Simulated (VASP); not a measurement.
# TlSbO2 (R-3m) in VASP: notebook

Runs on TlSbO2. Level: r2SCAN+rVV10. Tasks: single point.

All numbers are computed with VASP 6.6.1; they aren't measurements. Logs are shortened: lines on timing, memory, paths and dates and some standing lists are left out, and cuts for length are marked.

### Step 1. The cell of the first run

The structure is trigonal, space group R-3m (No. 166). The conventional cell has a = 3.501 Å, b = 3.501 Å, c = 19.277 Å, α = 90.00°, β = 90.00°, γ = 120.00°. Within 3.8 Å of Tl (site symmetry -3m) lie 6 O at 2.87 Å and 6 Tl at 3.50 Å and 6 Sb at 3.80 Å. Within 3.1 Å of Sb (site symmetry -3m) lie 6 O at 2.34 Å. O (site symmetry 3m) has 3 Sb at 2.34 Å and 3 Tl at 2.87 Å within 3.1 Å.

### Step 2. Single point, r2SCAN+rVV10

File POSCAR:

```
TlSbO2
1.0
    1.7505406596      1.0106751210      6.4257818750
   -1.7505406596      1.0106751210      6.4257818750
    0.0000000000     -2.0213502420      6.4257818750
Tl Sb O
1 1 2
Direct
    1.0000000000      0.0000000000      0.0000000000
    0.5000000000      0.5000000000      0.5000000000
    0.2277185686      0.2277185686      0.2277185686
    0.7722814314      0.7722814314      0.7722814314
```

File INCAR.step1:

```
  PREC = Accurate
  ENCUT = 520
  ISMEAR = -1
  SIGMA = 0.03
  LREAL = F
  LASPH = T
  NELM = 80
  NBANDS = 23
  GGA = PE
  ALGO = Normal
  EDIFF = 1E-4
  LWAVE = T
  LCHARG = F
```

File INCAR.step2:

```
  PREC = Accurate
  ENCUT = 520
  EDIFF = 1E-7
  ISMEAR = -1
  SIGMA = 0.03
  LREAL = F
  LASPH = T
  NELM = 80
  ALGO = Normal
  ISIF = 2
  LWAVE = F
  LCHARG = F
  METAGGA = R2SCAN
  LMIXTAU = T
  LUSE_VDW = T
  IVDW_NL = 2
  BPARAM = 11.95
  CPARAM = 0.0093
  NBANDS = 23
  ISTART = 1
```

File KPOINTS:

```
Automatic mesh
0
Gamma
  8 8 8
```

Potentials or basis: VASP PAW PBE potentials, release 64 (Tl_d, Sb, O).

Run with:

```console
cat potpaw_PBE.64/Tl_d/POTCAR potpaw_PBE.64/Sb/POTCAR potpaw_PBE.64/O/POTCAR > POTCAR
cp INCAR.step1 INCAR
mpirun -np 1 vasp_std > vasp.out
cp INCAR.step2 INCAR
mpirun -np 1 vasp_std > vasp.out
```

OUTCAR:

```text
PREC = Accurate
   ENCUT = 520
   EDIFF = 1E-7
   ISMEAR = -1
   LREAL = F
   LASPH = T
   NELM = 80
   ISIF = 2
   METAGGA = R2SCAN
   IVDW_NL = 2
   BPARAM = 11.95
   ISTART = 1

 ion  position               nearest neighbor table
   1  0.000  0.000  0.000-   4 2.87   3 2.87   4 2.87   4 2.87   3 2.87   3 2.87   2 3.80   2 3.80
                             2 3.80   2 3.80   2 3.80   2 3.80
   2  0.500  0.500  0.500-   3 2.34   4 2.34   3 2.34   3 2.34   4 2.34   4 2.34   1 3.80   1 3.80
                             1 3.80   1 3.80   1 3.80   1 3.80
   3  0.228  0.228  0.228-   2 2.34   2 2.34   2 2.34   1 2.87   1 2.87   1 2.87
   4  0.772  0.772  0.772-   2 2.34   2 2.34   2 2.34   1 2.87   1 2.87   1 2.87

  LATTYP: Found a trigonal (rhomboedric) cell.
 ALAT       =     6.7362103223
 COS(alpha) =     0.8649349065

  Lattice vectors:

 A1 = (   1.7505406596,   1.0106751210,   6.4257818750)
 A2 = (  -1.7505406596,   1.0106751210,   6.4257818750)
 A3 = (   0.0000000000,  -2.0213502420,   6.4257818750)

Analysis of symmetry for initial positions (statically):
=====================================================================
 Subroutine PRICEL returns:
 Original cell was already a primitive cell.

 Routine SETGRP: Setting up the symmetry group for a
 trigonal (rhombohedral) supercell.

 Subroutine GETGRP returns: Found 12 space group operations
 (whereof 12 operations were pure point group operations)
 out of a pool of 12 trial point group operations.

The static configuration has the point symmetry D_3d.

Analysis of symmetry for dynamics (positions and initial velocities):
=====================================================================
 Subroutine PRICEL returns:
 Original cell was already a primitive cell.

 Routine SETGRP: Setting up the symmetry group for a
 trigonal (rhombohedral) supercell.

 Subroutine GETGRP returns: Found 12 space group operations
 (whereof 12 operations were pure point group operations)
 out of a pool of 12 trial point group operations.

The dynamic configuration has the point symmetry D_3d.

 Subroutine INISYM returns: Found 12 space group operations
 (whereof 12 operations are pure point group operations),
 and found     1 'primitive' translations

[... 88 lines left out ...]
 SYSTEM =  unknown system
   PREC   = accura    normal or accurate (medium, high low for compatibility)
   ISTART =      1    job   : 0-new  1-cont  2-samecut
   ICHARG =      0    charge: 1-file 2-atom 10-const
   ISPIN  =      1    spin polarized calculation?
   LNONCOLLINEAR =      F non collinear calculations
   LSORBIT =      F    spin-orbit coupling
   LASPH  =      T    aspherical Exc in radial PAW
   ENCUT  =  520.0 eV  38.22 Ry    6.18 a.u.  12.52 12.52 12.52*2*pi/ulx,y,z
   NELM   =     80;   NELMIN=  2; NELMDL=  0     # of ELM steps
   EDIFF  = 0.1E-06   stopping-criterion for ELM
   LREAL  =      F    real-space projection
   EDIFFG = 0.1E-05   stopping-criterion for IOM
   NSW    =      0    number of steps for IOM
   IBRION =     -1    ionic relax: 0-MD 1-quasi-New 2-CG
   NFREE  =      0    steps in history (QN), initial steepest desc. (CG)
   ISIF   =      2    stress and relaxation
   ISYM   =      2    0-nonsym 1-usesym 2-fastsym
   POTIM  = 0.5000    time-step for ionic-motion
   TEBEG  =    0.0;   TEEND  =   0.0 temperature during run
   PSTRESS=    0.0 pullay stress
   NELECT =      30.0000    total number of electrons
   NUPDOWN=      -1.0000    fix difference up-down
   EMIN   =  10.00;   EMAX   =-10.00  energy-range for DOS
   EFERMI =   0.00;   METHOD = LEGACY
   ISMEAR =    -1;   SIGMA  =   0.03  broadening in eV -4-tet -1-fermi 0-gaus
   EFERMI_NEDOS =   21; number of points for ismear=-14 and -15
   IALGO  =     38    algorithm
   IMIX   =      4    mixing-type and parameters
     AMIX     =   0.40;   BMIX     =  1.00
     AMIX_MAG =   1.60;   BMIX_MAG =  1.00
  volume/ion in A,a.u.               =      17.05       115.08
  Fermi-wavevector in a.u.,A,eV,Ry     =   1.244978  2.352667 21.088616  1.549970
  Thomas-Fermi vector in A             =   2.379220
   LORBIT       =      0    0 simple, 1 ext, 2 COOP (PROOUT), +10 PAW based schemes
   METAGGA = R2SCAN    functional components
   LHFCALC =     F    Hartree Fock is set to
   AEXX    =    0.0000 exact exchange contribution
   IVDW_NL    =     2    kernel type
   BPARAM     =11.9500
   IVDW    =     0    specifies the selected vdW correction
   LEPSILON=     F    determine dielectric tensor
   LRPA    =     F    only Hartree local field effects (RPA)
 non-spin polarized calculation
  energy-cutoff  :      520.00
  volume of cell :       68.21
 maximum number of plane-waves:      1860
   NGX = 25   NGY = 25   NGZ = 25

 number of electron      29.9999996 magnetization

 Free energy of the ion-electron system (eV)
  ---------------------------------------------------
  ext. energy  EPLUGINS =         0.00000000
  ---------------------------------------------------
  free energy    TOTEN  =       -93.23473164 eV

  energy without entropy =      -93.23312152  energy(sigma->0) =      -93.23392658

 E-fermi :   6.8934     XC(G=0): -11.0978

 val. band max:        6.8414231064   @ k =  -0.3750   0.3750   0.0000
 cond. band min:       6.9247359729   @ k =  -0.3750  -0.3750   0.1250
 fundamental gap:      0.0833128665
 Fermi energy:         6.8934095571

 k-point     1 :       0.0000    0.0000    0.0000
  band No.  band energies     occupation
      1     -13.3665      2.00000
      2     -12.2791      2.00000
      3      -5.0492      2.00000
      4      -5.0057      2.00000
      5      -5.0057      2.00000
      6      -4.6674      2.00000
[... 613 lines left out ...]
     22      14.8615      0.00000
     23      18.6220      0.00000

 [... further k-points ...]
[... 5 lines left out ...]
  --------------------------------------------------------------------------------------
  -------------------------------------------------------------------------------------
  Total       -0.1637813     -0.1637813     -0.0961694      0.0000000      0.0000000     -0.0000000
  in kB       -3.8469266     -3.8469266     -2.2588445      0.0000000      0.0000000     -0.0000000
  external PRESSURE =      -3.3175659 kB  Pullay stress =       0.0000000 kB

 VOLUME and BASIS-vectors are now :
 -----------------------------------------------------------------------------
  energy-cutoff  :      520.00
  volume of cell :       68.21
      direct lattice vectors                 reciprocal lattice vectors
     1.750540660  1.010675121  6.425781875     0.285626042  0.164906272  0.051874362
    -1.750540660  1.010675121  6.425781875    -0.285626042  0.164906272  0.051874362
     0.000000000 -2.021350242  6.425781875     0.000000000 -0.329812545  0.051874362

 POSITION                                       TOTAL-FORCE (eV/Angst)
 -----------------------------------------------------------------------------------
      0.00000      0.00000      0.00000         0.000000      0.000000      0.000000
      0.00000      0.00000      9.63867         0.000000     -0.000000     -0.000000
      0.00000      0.00000      4.38981         0.000000      0.000000     -0.048552
      0.00000      0.00000     14.88754         0.000000     -0.000000      0.048552
 -----------------------------------------------------------------------------------
    total drift:                                0.000000      0.000000     -0.000000

  FREE ENERGIE OF THE ION-ELECTRON SYSTEM (eV)
  ---------------------------------------------------
  free  energy   TOTEN  =       -93.2347316421 eV

  energy  without entropy=      -93.2331215235  energy(sigma->0) =      -93.23392658
```

OUTCAR.step1:

```text
PREC = Accurate
   ENCUT = 520
   ISMEAR = -1
   LREAL = F
   LASPH = T
[... 853 lines left out ...]
      0.00000      0.00000      0.00000         0.000000      0.000000      0.000000
      0.00000      0.00000      9.63867        -0.000000      0.000000      0.000000
      0.00000      0.00000      4.38981         0.000000      0.000000      0.078816
      0.00000      0.00000     14.88754         0.000000     -0.000000     -0.078816
 -----------------------------------------------------------------------------------
    total drift:                                0.000000      0.000000     -0.000000

  FREE ENERGIE OF THE ION-ELECTRON SYSTEM (eV)
  ---------------------------------------------------
  free  energy   TOTEN  =       -19.4229260493 eV

  energy  without entropy=      -19.4212272214  energy(sigma->0) =      -19.42207664
```

OSZICAR.step1:

```text
N       E                     dE             d eps       ncg     rms          rms(c)
DAV:   1     0.175411068001E+03    0.17541E+03   -0.14690E+04  3022   0.119E+03
DAV:   2    -0.122180275436E+02   -0.18763E+03   -0.17594E+03  3819   0.276E+02
DAV:   3    -0.233276433879E+02   -0.11110E+02   -0.11017E+02  3361   0.651E+01
DAV:   4    -0.234299526575E+02   -0.10231E+00   -0.10229E+00  3326   0.699E+00
DAV:   5    -0.234312483003E+02   -0.12956E-02   -0.12956E-02  3431   0.782E-01    0.121E+01
DAV:   6    -0.198324294664E+02    0.35988E+01   -0.20203E+01  2990   0.295E+01    0.783E+00
DAV:   7    -0.194578736461E+02    0.37456E+00   -0.23097E+00  3074   0.853E+00    0.251E+00
DAV:   8    -0.194288016670E+02    0.29072E-01   -0.17858E-01  3270   0.263E+00    0.112E+00
DAV:   9    -0.194228203643E+02    0.59813E-02   -0.25640E-02  3501   0.108E+00    0.239E-01
DAV:  10    -0.194230291849E+02   -0.20882E-03   -0.70940E-03  3333   0.509E-01    0.121E-01
DAV:  11    -0.194228820830E+02    0.14710E-03   -0.83155E-04  3102   0.168E-01    0.322E-02
DAV:  12    -0.194229260493E+02   -0.43966E-04   -0.17701E-04  2540   0.732E-02
   1 F= -.19422926E+02 E0= -.19422077E+02  d E =-.169883E-02
```

Wall time 12 min (1 thread of Intel Xeon 6975P-C (Granite Rapids), shared host); peak memory 0.86 GiB.

Results:

| Property | Result |
| --- | --- |
| Free energy | -93.2347 eV |
| Pressure | -0.3 GPa |
| Largest force | 0.049 eV/Å |
| Band gap on the k mesh | zero (band 15 reaches 6.84 eV, above the bottom of band 16 at 6.71 eV) |

Forces in eV/Å, atoms in the order of the input:
```
Tl   0.000  0.000  0.000
Sb   0.000  0.000  0.000
O    0.000  0.000 -0.049
O    0.000  0.000  0.049
```

Stress tensor (GPa, compression positive):
```
-0.38  0.00  0.00
 0.00 -0.38  0.00
 0.00  0.00 -0.23
```

Caveat: the PAW data sets were made with another functional, which shifts forces and pressure a little; spin-orbit coupling is left out, which moves the levels of the heavy elements.

### Step 3. Single point, r2SCAN+rVV10

POSCAR is that of step 2.

File INCAR.step1:

```
SYSTEM = TlSbO2
ALGO = Normal
EDIFF = 1E-4
ENCUT = 520
GGA = PE
ISMEAR = -1
LASPH = .True.
LCHARG = .False.
LREAL = .False.
LWAVE = .True.
NBANDS = 23
NELM = 80
PREC = Accurate
SIGMA = 0.03
```

File INCAR.step2:

```
SYSTEM = TlSbO2
ALGO = Normal
BPARAM = 11.95
CPARAM = 0.0093
EDIFF = 1E-7
ENCUT = 520
ISIF = 2
ISMEAR = -1
ISTART = 1
IVDW_NL = 2
LASPH = .True.
LCHARG = .False.
LMIXTAU = .True.
LREAL = .False.
LUSE_VDW = .True.
LWAVE = .False.
METAGGA = R2SCAN
NBANDS = 23
NELM = 80
PREC = Accurate
SIGMA = 0.03
```

File KPOINTS:

```
k-points
0
Gamma
  10 10 10
  0 0 0
```

Potentials or basis: VASP PAW PBE potentials, release 64 (Tl_d, Sb, O).

Run with:

```console
cat potpaw_PBE.64/Tl_d/POTCAR potpaw_PBE.64/Sb/POTCAR potpaw_PBE.64/O/POTCAR > POTCAR
cp INCAR.step1 INCAR
mpirun -np 1 vasp_std > vasp.out
cp INCAR.step2 INCAR
mpirun -np 1 vasp_std > vasp.out
```

Run time: 18 min. Hardware: 1 thread of Intel Xeon 6975P-C (Granite Rapids), shared host; peak memory 0.93 GiB.

Results (log left out):

```yaml
Free_energy: -93.2330 eV
Pressure: -0.3 GPa
Largest_force: 0.056 eV/Å
Band_gap_on_the_k_mesh: zero (band 15 reaches 6.92 eV, above the bottom of band 16 at 6.71 eV)
```

Forces in eV/Å, atoms in the order of the input:
```
Tl   0.000  0.000  0.000
Sb   0.000  0.000  0.000
O    0.000  0.000 -0.056
O    0.000  0.000  0.056
```

Stress tensor (GPa, compression positive):
```
-0.39  0.00  0.00
 0.00 -0.39  0.00
 0.00  0.00 -0.18
```

Levels at points of the mesh, in eV from the Fermi level:
```csv
k point,band 11,band 12,band 13,band 14,band 15,band 16,band 17,band 18,band 19,band 20
"(0.00, 0.00, 0.00)",-3.66,-3.64,-3.38,-3.38,-0.52,-0.21,4.62,4.62,6.38,9.98
"(0.50, 0.00, 0.00)",-4.96,-3.99,-3.35,-2.65,-1.07,0.87,2.29,4.88,5.27,5.85
"(0.50, 0.50, 0.00)",-4.67,-4.47,-3.18,-2.96,-0.58,0.13,3.16,4.82,5.45,6.09
"(0.50, 0.50, 0.50)",-3.61,-3.44,-3.44,-2.76,-1.89,1.07,4.59,4.82,4.82,9.10
```

Caveat: the PAW data sets were made with another functional, which shifts forces and pressure a little; spin-orbit coupling is left out, which moves the levels of the heavy elements.
